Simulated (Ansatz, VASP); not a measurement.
## Two plane-wave programs on LiH

The input INCAR:

```
  ALGO = Normal
  EDIFF = 1E-6
  ENCUT = 520
  GGA = PE
  ISIF = 2
  ISMEAR = 0
  LASPH = T
  LCHARG = F
  LREAL = F
  LWAVE = F
  NBANDS = 9
  NELM = 60
  PREC = Accurate
  SIGMA = 0.05
```

The input KPOINTS:

```
k-points
0
Gamma
  10 10 10
```

Contents of POSCAR:

```
LiH
1.0
    0.0000000000      1.8699000000      2.1951000000
    1.8699000000      0.0000000000      2.1951000000
    1.8699000000      1.8699000000      0.0000000000
Li H
1 1
Direct
    0.0000000000      0.0000000000      0.0000000000
    0.5000000000      0.5000000000      0.5000000000
```

Input for Ansatz:

```yaml
crystal:
  lattice:
    - [0.0, 1.8699, 2.1951]
    - [1.8699, 0.0, 2.1951]
    - [1.8699, 1.8699, 0.0]
  atoms:
    - { symbol: Li, position: [0.0, 0.0, 0.0] }
    - { symbol: H, position: [0.5, 0.5, 0.5] }
basis:
  ecutwfc: 420
kpoints:
  mp_grid: { grid: [10, 10, 10] }
hamiltonian:
  xc: pbe
scf:
  occupations: { method: gaussian, width: 0.05 }
output:
  forces: true
  stress: true
  eigenvalues: true
```

Change from the starting cell: strain -0.080 along x and y, +0.080 along z, atoms carried along.

Alike in both runs: task single point; functional PBE; k mesh 10 × 10 × 10; occupations gaussian, width 0.05 eV; no spin polarisation.

|  | VASP | Ansatz |
| --- | --- | --- |
| version | VASP 6.6.1 | Ansatz 0.2.0 |
| potentials or method | VASP PAW PBE potentials, release 64 (Li_sv, H), cutoff 520 eV | scalar-relativistic, plane waves, PAW |
| valence electrons in the cell | 4 | 4 |

Ansatz gave:

- gap on the k mesh at the Fermi level (eV): 1.24
- least direct gap on the mesh (eV): 2.56

Q: Which values does VASP return?

A: gap on the k mesh at the Fermi level (eV): 1.23; least direct gap on the mesh (eV): 2.55.

Noted on VASP's run: the cutoff is short for stress, so the pressure is rough.
